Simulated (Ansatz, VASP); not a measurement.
Be: VASP beside Ansatz

```
Be
1.0
     2.26460    0.00000    0.00000
    -1.13230    1.96120    0.00000
     0.00000    0.00000    3.56126
Be
2
Direct
  0.33333 0.66667 0.25000
  0.66667 0.33333 0.75000
```

Alike in both runs: task single point; functional r2SCAN; k mesh 10 × 10 × 6; occupations fermi-dirac, width 0.1 eV; no spin polarisation.

|  | VASP | Ansatz |
| --- | --- | --- |
| version | VASP 6.6.1 | Ansatz 0.2.0 |
| potentials or method | VASP PAW PBE potentials, release 64 (Be), cutoff 520 eV | plane waves (500 eV) with PAW, scalar-relativistic |
| valence electrons in the cell | 4 | 4 |

```tsv
	VASP	Ansatz	Ansatz less VASP
pressure (GPa)	0.4	0.3	-0.20
traceless stress, the component that is largest in VASP (GPa)	-2.80	-2.87	-0.065
```

VASP's potentials were made for PBE, not for r2SCAN. With one functional, cell and mesh, what is left measures potentials, basis and numerics.
